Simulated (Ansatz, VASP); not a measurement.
# Two plane-wave programs on SnO

```
CELL_PARAMETERS angstrom
3.83710 0.00000 0.00000
0.00000 3.83710 0.00000
0.00000 0.00000 4.76213
ATOMIC_POSITIONS crystal
Sn 0.00000 0.50000 0.24324
Sn 0.50000 0.00000 0.75676
O 0.08293 0.08293 0.00000
O 0.50000 0.50000 0.00000
```

Alike in both runs: task single point; functional PBE; dispersion D3(BJ); k mesh 12 × 12 × 10; occupations gaussian, width 0.15 eV; no spin polarisation.

```csv
,VASP,Ansatz
version,VASP 6.6.1,Ansatz 0.2.0
potentials or method,"VASP PAW PBE potentials, release 64 (Sn_d, O), cutoff 520 eV","scalar-relativistic, plane waves, PAW"
valence electrons in the cell,40,40
```

```tsv
	VASP	Ansatz	Ansatz less VASP
gap on the k mesh at the Fermi level (eV)	none	none	-
pressure (GPa)	6.2	6.0	-0.22
traceless stress, the component that is largest in VASP (GPa)	4.01	3.89	-0.128
rms of the force components (eV/Å)	1.514	1.495	-0.0189
```

Atom by atom the forces differ by 0.038 eV/Å (rms over components). A gap of «none» marks a metal or a gap that the smearing closes.
